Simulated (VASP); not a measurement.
# SnAs (Fm-3m) in VASP: a series of runs, part 2 of 2

VASP 6.6.1.

**3. Single point, LDA (volume scaled by 0.55)**

INCAR reads:

```
  PREC = Accurate
  ENCUT = 520
  EDIFF = 1E-6
  ISMEAR = -1
  SIGMA = 0.05
  LREAL = F
  LASPH = T
  NELM = 100
  ALGO = Normal
  ISIF = 2
  LWAVE = F
  LCHARG = F
  GGA = CA
  NBANDS = 16
```

KPOINTS reads:

```
Automatic mesh
0
Gamma
  11 11 11
```

POSCAR reads:

```
SnAs
1.0
    0.0000000000      2.3570815520      2.3570815520
    2.3570815520      0.0000000000      2.3570815520
    2.3570815520      2.3570815520      0.0000000000
Sn As
1 1
Direct
    0.5000000000      0.5000000000      0.5000000000
    0.0000000000      0.0000000000      0.0000000000
```

Potentials or basis: VASP PAW LDA potentials, release 64 (Sn_d, As).

Command:

```sh
cat potpaw_LDA.64/Sn_d/POTCAR potpaw_LDA.64/As/POTCAR > POTCAR
mpirun -np 1 vasp_std > vasp.out
```

Run time: 22 s. Hardware: 1 thread of Intel Xeon 6975P-C, shared host; peak memory 0.16 GiB.

Results (log left out):

* Free energy: -4.3492 eV
* Pressure: 157.8 GPa

Levels at points of the mesh, in eV from the Fermi level:
```csv
k point,band 6,band 7,band 8,band 9,band 10,band 11,band 12,band 13
"(0.00, 0.00, 0.00)",-20.10,-2.67,-2.67,-2.67,2.77,5.44,5.44,5.44
```

Caveat: spin-orbit coupling is left out, which moves the levels of the heavy elements.

**4. Single point, LDA (volume scaled by 0.8)**

INCAR reads:

```
  ALGO = Normal
  EDIFF = 1E-7
  ENCUT = 520
  ISIF = 2
  ISMEAR = -1
  LASPH = True
  LCHARG = True
  LELF = True
  LREAL = False
  LVHAR = True
  LWAVE = False
  NBANDS = 16
  NELM = 80
  PREC = Accurate
  SIGMA = 0.05
```

KPOINTS reads:

```
k-points
0
Gamma
  11 11 11
```

POSCAR reads:

```
SnAs
1.0
    0.0000000000      2.6706504039      2.6706504039
    2.6706504039      0.0000000000      2.6706504039
    2.6706504039      2.6706504039      0.0000000000
Sn As
1 1
Direct
    0.5000000000      0.5000000000      0.5000000000
    0.0000000000      0.0000000000      0.0000000000
```

Potentials or basis: VASP PAW LDA potentials, release 64 (Sn_d, As).

Command:

```sh
cat potpaw_LDA.64/Sn_d/POTCAR potpaw_LDA.64/As/POTCAR > POTCAR
mpirun -np 1 vasp_std > vasp.out
```

OUTCAR:

```text
EDIFF = 1E-7
   ENCUT = 520
   ISIF = 2
   ISMEAR = -1
   LASPH = True
   LREAL = False
   NELM = 80
   PREC = Accurate

 ion  position               nearest neighbor table
   1  0.500  0.500  0.500-   2 2.67   2 2.67   2 2.67   2 2.67   2 2.67   2 2.67
   2  0.000  0.000  0.000-   1 2.67   1 2.67   1 2.67   1 2.67   1 2.67   1 2.67

  LATTYP: Found a face centered cubic cell.
 ALAT       =     5.3413008078

  Lattice vectors:

 A1 = (   0.0000000000,   2.6706504039,   2.6706504039)
 A2 = (   2.6706504039,   0.0000000000,   2.6706504039)
 A3 = (   2.6706504039,   2.6706504039,   0.0000000000)

[... 639 lines left out ...]

  FORCE on cell =-STRESS in cart. coord.  units (eV):
  Direction    XX          YY          ZZ          XY          YZ          ZX
  --------------------------------------------------------------------------------------
  -------------------------------------------------------------------------------------
  Total        5.1292196      5.1292196      5.1292196     -0.0000000      0.0000000     -0.0000000
  in kB      215.7152027    215.7152027    215.7152027     -0.0000000      0.0000000     -0.0000000
  external PRESSURE =     215.7152027 kB  Pullay stress =       0.0000000 kB

 VOLUME and BASIS-vectors are now :
 -----------------------------------------------------------------------------
  energy-cutoff  :      520.00
  volume of cell :       38.10
      direct lattice vectors                 reciprocal lattice vectors
     0.000000000  2.670650404  2.670650404    -0.187220311  0.187220311  0.187220311
     2.670650404  0.000000000  2.670650404     0.187220311 -0.187220311  0.187220311
     2.670650404  2.670650404  0.000000000     0.187220311  0.187220311 -0.187220311

 POSITION                                       TOTAL-FORCE (eV/Angst)
 -----------------------------------------------------------------------------------
      2.67065      2.67065      2.67065        -0.000000      0.000000     -0.000000
      0.00000      0.00000      0.00000         0.000000     -0.000000      0.000000
 -----------------------------------------------------------------------------------
    total drift:                                0.000000      0.000000      0.000000

  FREE ENERGIE OF THE ION-ELECTRON SYSTEM (eV)
  ---------------------------------------------------
  free  energy   TOTEN  =        -9.6343678369 eV

  energy  without entropy=       -9.6298640513  energy(sigma->0) =       -9.63211594
```

stdout:

```text
POSCAR found type information on POSCAR SnAs
 POSCAR found :  2 types and       2 ions
 scaLAPACK will be used
 LDA part: xc-table for (Slater(with rela. corr.)+CA(PZ))
 , standard interpolation
 POSCAR, INCAR and KPOINTS ok, starting setup
 FFT: planning ... GRIDC
 FFT: planning ... GRID_SOFT
 FFT: planning ... GRID
 WAVECAR not read
 entering main loop
```

Run time: 29 s. Hardware: 1 thread of Intel Xeon 6975P-C, shared host; peak memory 0.16 GiB.

Results:

```yaml
Free_energy: -9.6344 eV
Pressure: 21.6 GPa
```

Caveat: spin-orbit coupling is left out, which moves the levels of the heavy elements.

**5. Single point, LDA (volume scaled by 0.8)**

INCAR reads:

```
PREC = Accurate ; ENCUT = 520
EDIFF = 1E-6 ; ISMEAR = -1
SIGMA = 0.05 ; LREAL = False
LASPH = True ; NELM = 100
ALGO = Normal ; ISIF = 2
LWAVE = False ; LCHARG = False
GGA = CA ; NBANDS = 16
```

KPOINTS reads:

```
regular mesh
0
Gamma
  11 11 11
```

POSCAR is that of step 4.

Command:

```sh
cat potpaw_LDA.64/Sn_d/POTCAR potpaw_LDA.64/As/POTCAR > POTCAR
mpirun -np 1 vasp_std > vasp.out
```

Wall time 23 s (1 thread of Intel Xeon 6975P-C, shared host); peak memory 0.16 GiB.

Results (log left out):

* Free energy: -9.6344 eV
* Pressure: 21.7 GPa

Levels at points of the mesh, in eV from the Fermi level:
```
           k point  band 8  band 9  band 10  band 11  band 12  band 13
(0.00, 0.00, 0.00)   -1.63   -1.63    -1.33     5.82     5.82     5.82
```

Caveat: spin-orbit coupling is left out, which moves the levels of the heavy elements.
